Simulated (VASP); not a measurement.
## BN: single point with PBE

BN:

```
CELL_PARAMETERS angstrom
2.57980 0.00000 0.00000
-1.28990 2.23417 0.00000
0.00000 0.00000 4.26636
ATOMIC_POSITIONS crystal
B 0.66667 0.33333 0.00019
B 0.33333 0.66667 0.50019
N 0.66667 0.33333 0.37481
N 0.33333 0.66667 0.87481
```

| Item | Value |
| --- | --- |
| Program | VASP 6.6.1 |
| Task | single point |
| Functional | PBE |
| Potentials or basis | VASP PAW PBE potentials, release 64 (B, N) |
| Cutoff | 520 eV |
| k mesh | 9 × 9 × 6 |
| Occupations | gaussian, width 0.01 eV |
| Spin | no spin polarisation |
| Dipole correction | no |
| Further INCAR settings | ALGO = Normal; EDIFF = 1e-06; NBANDS = 16 |

```json
{"Pressure": "-10.2 GPa", "Largest force": "0.020 eV/Å", "Band gap on the k mesh": "5.25 eV (least direct gap 8.08 eV)"}
```

Forces on the atoms (eV/Å):
```
B    0.000  0.000 -0.020
B    0.000  0.000 -0.020
N    0.000  0.000  0.020
N    0.000  0.000  0.020
```

Stress tensor (GPa, compression positive):
```
-10.19   0.00   0.00
  0.00 -10.19   0.00
  0.00   0.00 -10.36
```

Levels at points of the mesh, in eV from the valence-band top:
| k point | band 5 | band 6 | band 7 | band 8 | band 9 | band 10 | band 11 | band 12 |
| --- | --- | --- | --- | --- | --- | --- | --- | --- |
| (0.00, 0.00, 0.00) | -2.04 | -0.25 | 0.00 | 0.00 | 8.21 | 8.21 | 8.37 | 9.05 |
| (0.00, 0.00, 0.50) | -1.13 | -1.13 | -1.13 | -1.13 | 9.13 | 9.13 | 9.72 | 9.72 |

Run time: 16 s on 1 thread of Intel(R) Xeon(R) 6975P-C (Granite Rapids), with other jobs on the host, peak memory 0.13 GiB.

Caveat: the cell stands under tension; an odd mesh through Γ misses points on the zone boundary, where band edges can lie.
